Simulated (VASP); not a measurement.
A run of VASP 6.6.1:

Contents of INCAR:

```
SYSTEM = Mn3Si
PREC     = Accurate       ! precision mode
ENCUT    = 520            ! plane-wave cutoff, eV
EDIFF    = 1E-6           ! SCF threshold, eV
ISMEAR   = -1             ! smearing method
SIGMA    = 0.05           ! smearing width, eV
LREAL    = .FALSE.        ! projectors in reciprocal space
LASPH    = .TRUE.         ! aspherical terms in the spheres
NELM     = 100            ! most SCF steps
ALGO     = Normal         ! electronic algorithm
ISIF     = 2              ! what is computed and relaxed
LWAVE    = .FALSE.        ! write WAVECAR
LCHARG   = .TRUE.         ! write CHGCAR
GGA      = CA             ! functional
LELF     = .TRUE.         ! ELF
LVHAR    = .TRUE.       
NBANDS   = 30             ! bands
```

KPOINTS

```
regular mesh
0
G
  10 10 10
  0 0 0
```

POSCAR

```
Mn3Si
1.0
    0.0000000000      2.8223330979      2.8223330979
    2.8223330979      0.0000000000      2.8223330979
    2.8223330979      2.8223330979      0.0000000000
Mn Si
3 1
Direct
    0.5000000000      0.5000000000      0.5000000000
    0.2500000000      0.2500000000      0.2500000000
    0.7500000000      0.7500000000      0.7500000000
    0.0000000000      0.0000000000      0.0000000000
```

Potentials or basis: VASP PAW LDA potentials, release 64 (Mn_pv, Si).

Run with:

```console
$ cat potpaw_LDA.64/Mn_pv/POTCAR potpaw_LDA.64/Si/POTCAR > POTCAR
$ mpirun -np 1 vasp_std > vasp.out
```

Hardware: 1 thread of Intel(R) Xeon(R) Platinum 8488C (Sapphire Rapids), with other jobs on the host.

Task: How long does it take, and how much memory?

Result: It took 67 s on 1 thread of Intel(R) Xeon(R) Platinum 8488C (Sapphire Rapids), on a shared host, peak memory 0.18 GiB. Counts: scf iterations 17, k points 47.
